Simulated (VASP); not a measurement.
# BaS in VASP: a series of runs, part 2 of 2

VASP 6.6.1. Earlier steps stand in the parts before.

## (5) Single point, PBE (volume scaled by 0.96)

Contents of INCAR:

```
SYSTEM = BaS
PREC = Accurate
ENCUT = 520
EDIFF = 1E-7
ISMEAR = -1
SIGMA = 0.02
LREAL = .FALSE.
LASPH = .TRUE.
NELM = 80
ALGO = Normal
ISIF = 2
LWAVE = .FALSE.
LCHARG = .FALSE.
GGA = PE
NBANDS = 15
```

Contents of KPOINTS:

```
Automatic mesh
0
G
  8 8 8
  0 0 0
```

Contents of POSCAR:

```
BaS
1.0
    0.0000000000      3.1505859250      3.1505859250
    3.1505859250      0.0000000000      3.1505859250
    3.1505859250      3.1505859250      0.0000000000
Ba S
1 1
Direct
    0.0000000000      0.0000000000      0.0000000000
    0.5000000000      0.5000000000      0.5000000000
```

Potentials or basis: VASP PAW PBE potentials, release 64 (Ba_sv, S).

Run with:

```sh
> cat potpaw_PBE.64/Ba_sv/POTCAR potpaw_PBE.64/S/POTCAR > POTCAR
> mpirun -np 1 vasp_std > vasp.out
```

OUTCAR:

```text
SYSTEM = BaS
   PREC = Accurate
   ENCUT = 520
   EDIFF = 1E-7
   ISMEAR = -1
   LREAL = .FALSE.
   LASPH = .TRUE.
   NELM = 80
   ISIF = 2
   GGA = PE

 ion  position               nearest neighbor table
   1  0.000  0.000  0.000-   2 3.15   2 3.15   2 3.15   2 3.15   2 3.15   2 3.15
   2  0.500  0.500  0.500-   1 3.15   1 3.15   1 3.15   1 3.15   1 3.15   1 3.15

  LATTYP: Found a face centered cubic cell.
 ALAT       =     6.3011718500

  Lattice vectors:

 A1 = (   0.0000000000,   3.1505859250,   3.1505859250)
 A2 = (   3.1505859250,   0.0000000000,   3.1505859250)
 A3 = (   3.1505859250,   3.1505859250,   0.0000000000)

Analysis of symmetry for initial positions (statically):
=====================================================================
 Subroutine PRICEL returns:
 Original cell was already a primitive cell.

 Routine SETGRP: Setting up the symmetry group for a
 face centered cubic supercell.

 Subroutine GETGRP returns: Found 48 space group operations
 (whereof 48 operations were pure point group operations)
 out of a pool of 48 trial point group operations.

The static configuration has the point symmetry O_h .

Analysis of symmetry for dynamics (positions and initial velocities):
=====================================================================
 Subroutine PRICEL returns:
 Original cell was already a primitive cell.

 Routine SETGRP: Setting up the symmetry group for a
 face centered cubic supercell.

 Subroutine GETGRP returns: Found 48 space group operations
 (whereof 48 operations were pure point group operations)
 out of a pool of 48 trial point group operations.

The dynamic configuration has the point symmetry O_h .

 Subroutine INISYM returns: Found 48 space group operations
 (whereof 48 operations are pure point group operations),
 and found     1 'primitive' translations

----------------------------------------------------------------------------------------

                                     Primitive cell

  volume of cell :      62.5466

  direct lattice vectors                    reciprocal lattice vectors
     0.000000000  3.150585925  3.150585925    -0.158700639  0.158700639  0.158700639
     3.150585925  0.000000000  3.150585925     0.158700639 -0.158700639  0.158700639
     3.150585925  3.150585925  0.000000000     0.158700639  0.158700639 -0.158700639

  length of vectors
     4.455601345  4.455601345  4.455601345     0.274877570  0.274877570  0.274877570

  position of ions in fractional coordinates (direct lattice)
     0.000000000  0.000000000  0.000000000
     0.500000000  0.500000000  0.500000000

  ion indices of the primitive-cell ions
   primitive index   ion index
                 1           1
                 2           2

----------------------------------------------------------------------------------------

 KPOINTS: Automatic mesh

Automatic generation of k-mesh.
 Grid dimensions read from file:
 generate k-points for:    8    8    8

 Generating k-lattice:

[... 23 lines left out ...]
  0.125000  0.125000  0.000000      6.000000
[... 16 lines left out ...]
  0.500000  0.250000  0.125000     48.000000
 -0.375000  0.250000  0.125000     24.000000
 [... further k-points ...]
   k-points           NKPTS =     29   k-points in BZ     NKDIM =     29   number of bands    NBANDS=     15
   number of dos      NEDOS =    301   number of ions     NIONS =      2
   total plane-waves  NPLWV =  46656
   dimension x,y,z NGX =    36 NGY =   36 NGZ =   36
   dimension x,y,z NGXF=    72 NGYF=   72 NGZF=   72
   ions per type =               1   1
   NGX,Y,Z   is equivalent  to a cutoff of  13.43, 13.43, 13.43 a.u.
   NGXF,Y,Z  is equivalent  to a cutoff of  26.86, 26.86, 26.86 a.u.
 SYSTEM =  BaS
   PREC   = accura    normal or accurate (medium, high low for compatibility)
   ISTART =      0    job   : 0-new  1-cont  2-samecut
   ICHARG =      2    charge: 1-file 2-atom 10-const
   ISPIN  =      1    spin polarized calculation?
   LNONCOLLINEAR =      F non collinear calculations
   LSORBIT =      F    spin-orbit coupling
   LASPH  =      T    aspherical Exc in radial PAW
   ENCUT  =  520.0 eV  38.22 Ry    6.18 a.u.   8.28  8.28  8.28*2*pi/ulx,y,z
   NELM   =     80;   NELMIN=  2; NELMDL= -5     # of ELM steps
   EDIFF  = 0.1E-06   stopping-criterion for ELM
   LREAL  =      F    real-space projection
   EDIFFG = 0.1E-05   stopping-criterion for IOM
   NSW    =      0    number of steps for IOM
   IBRION =     -1    ionic relax: 0-MD 1-quasi-New 2-CG
   NFREE  =      0    steps in history (QN), initial steepest desc. (CG)
   ISIF   =      2    stress and relaxation
   ISYM   =      2    0-nonsym 1-usesym 2-fastsym
   POTIM  = 0.5000    time-step for ionic-motion
   TEBEG  =    0.0;   TEEND  =   0.0 temperature during run
   PSTRESS=    0.0 pullay stress
   NELECT =      16.0000    total number of electrons
   NUPDOWN=      -1.0000    fix difference up-down
   EMIN   =  10.00;   EMAX   =-10.00  energy-range for DOS
   EFERMI =   0.00;   METHOD = LEGACY
   ISMEAR =    -1;   SIGMA  =   0.02  broadening in eV -4-tet -1-fermi 0-gaus
   EFERMI_NEDOS =   21; number of points for ismear=-14 and -15
   IALGO  =     38    algorithm
   IMIX   =      4    mixing-type and parameters
     AMIX     =   0.40;   BMIX     =  1.00
     AMIX_MAG =   1.60;   BMIX_MAG =  1.00
  volume/ion in A,a.u.               =      31.27       211.04
  Fermi-wavevector in a.u.,A,eV,Ry     =   1.039234  1.963868 14.694402  1.080008
  Thomas-Fermi vector in A             =   2.173755
   LORBIT       =      0    0 simple, 1 ext, 2 COOP (PROOUT), +10 PAW based schemes
   GGA     = PE    functional components
   LHFCALC =     F    Hartree Fock is set to
   AEXX    =    0.0000 exact exchange contribution
   IVDW    =     0    specifies the selected vdW correction
   LEPSILON=     F    determine dielectric tensor
   LRPA    =     F    only Hartree local field effects (RPA)
 non-spin polarized calculation
  energy-cutoff  :      520.00
  volume of cell :       62.55
 maximum number of plane-waves:      1708
 NGX is ok and might be reduce to    36
   NGX = 17   NGY = 17   NGZ = 17

 number of electron      15.9999998 magnetization

 Free energy of the ion-electron system (eV)
  ---------------------------------------------------
  ext. energy  EPLUGINS =         0.00000000
  ---------------------------------------------------
  free energy    TOTEN  =       -10.14447998 eV

  energy without entropy =      -10.14447998  energy(sigma->0) =      -10.14447998

 E-fermi :   2.0902     XC(G=0):  -8.7969

 val. band max:        1.6718773131   @ k =   0.0000   0.0000   0.0000
 cond. band min:       3.7044617096   @ k =   0.5000   0.5000   0.0000
 fundamental gap:      2.0325843965
 Fermi energy:         2.0901848035

 k-point     1 :       0.0000    0.0000    0.0000
  band No.  band energies     occupation
      1     -24.2773      2.00000
      2      -9.3271      2.00000
      3      -9.3271      2.00000
      4      -9.3271      2.00000
      5      -8.7529      2.00000
      6       1.6719      2.00000
      7       1.6719      2.00000
      8       1.6719      2.00000
      9       5.4756      0.00000
     10       5.5413      0.00000
     11       5.5413      0.00000
     12       5.5413      0.00000
     13       6.5109      0.00000
     14       6.5109      0.00000
[... 401 lines left out ...]
      2     -10.4242      2.00000
      3      -9.5529      2.00000
      4      -9.4488      2.00000
      5      -7.6625      2.00000
      6       0.1258      2.00000
      7       0.7623      2.00000
      8       0.8601      2.00000
      9       6.4227      0.00000
     10       6.6143      0.00000
     11       8.5008      0.00000
     12       8.7951      0.00000
     13       9.7513      0.00000
     14      10.6693      0.00000
     15      11.4428      0.00000

 [... further k-points ...]

------------------------ aborting loop because EDIFF is reached ----------------------------------------

  FORCE on cell =-STRESS in cart. coord.  units (eV):
  Direction    XX          YY          ZZ          XY          YZ          ZX
  --------------------------------------------------------------------------------------
  -------------------------------------------------------------------------------------
  Total        1.3873069      1.3873069      1.3873069     -0.0000000     -0.0000000      0.0000000
  in kB       35.5368686     35.5368686     35.5368686     -0.0000000     -0.0000000      0.0000000
  external PRESSURE =      35.5368686 kB  Pullay stress =       0.0000000 kB

 VOLUME and BASIS-vectors are now :
 -----------------------------------------------------------------------------
  energy-cutoff  :      520.00
  volume of cell :       62.55
      direct lattice vectors                 reciprocal lattice vectors
     0.000000000  3.150585925  3.150585925    -0.158700639  0.158700639  0.158700639
     3.150585925  0.000000000  3.150585925     0.158700639 -0.158700639  0.158700639
     3.150585925  3.150585925  0.000000000     0.158700639  0.158700639 -0.158700639

 POSITION                                       TOTAL-FORCE (eV/Angst)
 -----------------------------------------------------------------------------------
      0.00000      0.00000      0.00000        -0.000000      0.000000     -0.000000
      3.15059      3.15059      3.15059         0.000000     -0.000000      0.000000
 -----------------------------------------------------------------------------------
    total drift:                                0.000000      0.000000      0.000000

  FREE ENERGIE OF THE ION-ELECTRON SYSTEM (eV)
  ---------------------------------------------------
  free  energy   TOTEN  =       -10.1444799804 eV

  energy  without entropy=      -10.1444799804  energy(sigma->0) =      -10.14447998
```

Run time: 23 s. Hardware: 1 thread of AMD EPYC 7R13 (Zen 3), shared host; peak memory 0.18 GiB.

Results:

- Free energy: -10.1445 eV
- Pressure: 3.6 GPa
- Band gap on the k mesh: 2.03 eV, indirect (least direct gap 2.15 eV)

Levels at points of the mesh, in eV from the valence-band top:
```tsv
k point	band 6	band 7	band 8	band 9	band 10	band 11
(0.00, 0.00, 0.00)	0.00	0.00	0.00	3.80	3.87	3.87
(0.50, 0.00, 0.00)	-2.03	-1.17	-1.17	5.68	5.82	6.46
(0.50, 0.50, 0.00)	-0.47	-0.11	-0.11	2.03	6.04	6.28
```

Caveat: spin-orbit coupling is left out, which moves the levels of the heavy elements. A k mesh can miss the band edges.

## (6) Overview

```csv
spin,cell,gap on the mesh (eV),pressure (GPa)
"non-collinear, zero start, SOC","a = 4.517 Å, angles 60.0°, 2 atoms",-,1.4
off,"a = 4.494, b = 4.494, c = 4.517 Å, angles 59.8, 59.8, 60.3°, 2 atoms",2.06,1.9
off,"a = 4.562, b = 4.562, c = 4.517 Å, angles 60.3, 60.3, 59.3°, 2 atoms",2.12,0.6
off,"a = 4.456 Å, angles 60.0°, 2 atoms",2.03,3.6
```

Alike in all rows: task single point; level PBE; potentials or basis VASP PAW PBE potentials, release 64 (Ba_sv, S); k mesh 8 × 8 × 8; cutoff (eV) 520; smearing fermi-dirac 0.02 eV.

Caveats: spin-orbit coupling is left out, which moves the levels of the heavy elements (some runs).

Total energies depend on the potentials used, so only differences within one code and one set of settings carry meaning.
